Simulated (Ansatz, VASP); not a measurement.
## One calculation of TiO2, two programs

```xyz
6
Lattice="4.6399 0.0000 0.0000 0.0000 4.6399 0.0000 0.0000 0.0000 3.0067" Properties=species:S:1:pos:R:3 pbc="T T T"
Ti    0.0000    0.0000    0.0000
Ti    2.3200    2.3200    1.5034
O     1.4183    1.4183    0.0000
O     0.9017    3.7383    1.5034
O     3.2216    3.2216    0.0000
O     3.7383    0.9017    1.5034
```

Alike in both runs: functional PBE; k mesh 6 × 6 × 10; occupations gaussian, width 0.02 eV; no spin polarisation; Hubbard terms Ti d U = 4.0 eV.

Ansatz relaxed the structure, and its values are those at the end. VASP's run is a single point on that final structure, the one shown.

|  | VASP | Ansatz |
| --- | --- | --- |
| version | VASP 6.6.1 | Ansatz 0.2.0 |
| potentials or method | VASP PAW PBE potentials, release 64 (Ti_sv, O), cutoff 520 eV | scalar-relativistic, plane waves, PAW |
| valence electrons in the cell | 48 | 48 |

|  | VASP | Ansatz | Ansatz less VASP |
| --- | --- | --- | --- |
| gap on the k mesh at the Fermi level (eV) | 2.31 | 2.26 | -0.048 |
| least direct gap on the mesh (eV) | 2.31 | 2.30 | -0.012 |
| pressure (GPa) | 4.0 | 0.0 | -4.00 |
| rms of the force components (eV/Å) | 0.071 | 0.002 | -0.0697 |

The programs project onto different local orbitals, so the same U acts differently, and such runs can settle in different states.
